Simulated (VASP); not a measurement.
Crystal: Hf2Mo.

```xyz
3
Lattice="1.7463 1.0082 5.2741 -1.7463 1.0082 5.2741 0.0000 -2.0164 5.2741" Properties=species:S:1:pos:R:3 pbc="T T T"
Hf    0.0000    0.0000   11.8668
Hf    0.0000    0.0000    3.9556
Mo    0.0000    0.0000    0.0000
```

| Quantity | Value |
| --- | --- |
| Program | VASP 6.6.1 |
| Task | relaxation of cell and atoms |
| Functional | PBE |
| Potentials or basis | VASP PAW PBE potentials, release 64 (Hf_pv, Mo_sv) |
| Cutoff | 600 eV |
| k mesh | 6 × 6 × 6 |
| Occupations | gaussian, width 0.1 eV |
| Spin | no spin polarisation |

At the start: pressure 43.1 GPa; volume 18.57 Å³/atom.

**Question.** Where does the relaxation end?

**Answer.** Over 20 steps the energy falls by 1171.8 meV/atom and the volume is 20.39 Å³/atom (+9.8 %); space group R-3m (No. 166, to 0.05 Å).

The path:
```
step  energy change (eV)  largest force (eV/Å)  pressure (GPa)  volume (Å³)
   1              0.0000                5.7681           43.14        55.71
   2              1.8002                1.0930          -21.88       106.49
   3             -2.1547                0.9805           -6.89        72.26
   4             -2.1979                1.2775           -4.04        70.30
   5             -2.2028                1.4548           -2.42        69.30
   6             -2.4395                1.3157           -1.65        67.10
   7             -2.7746                1.0042            4.14        60.71
   8             -2.7833                0.0606            1.62        62.59
   9             -2.7961                0.2868            2.45        61.87
  10             -2.9158                0.8497            2.03        61.52
  11             -2.9142                3.2420            2.04        60.19
  12             -2.9996                2.0584            1.70        60.93
  13             -3.2131                1.9466           -0.24        61.21
  14             -3.3604                1.5238           -1.99        61.40
  15             -3.4460                1.0073            0.35        60.42
  16             -3.4835                0.2796            4.00        59.15
  17             -3.5147                0.0171            0.68        60.87
  18             -3.5151                0.0510            0.25        61.11
  19             -3.5151                0.0446            0.31        61.07
  20             -3.5154                0.0035            0.01        61.17
```

Final structure:
```
Hf Mo
1.0
     1.63815    0.94579    6.58019
    -1.63815    0.94579    6.58019
     0.00000   -1.89158    6.58019
Hf Mo
2 1
Cartesian
  0.0000 0.0000 15.1789
  0.0000 0.0000 4.5617
  0.0000 0.0000 0.0000
```
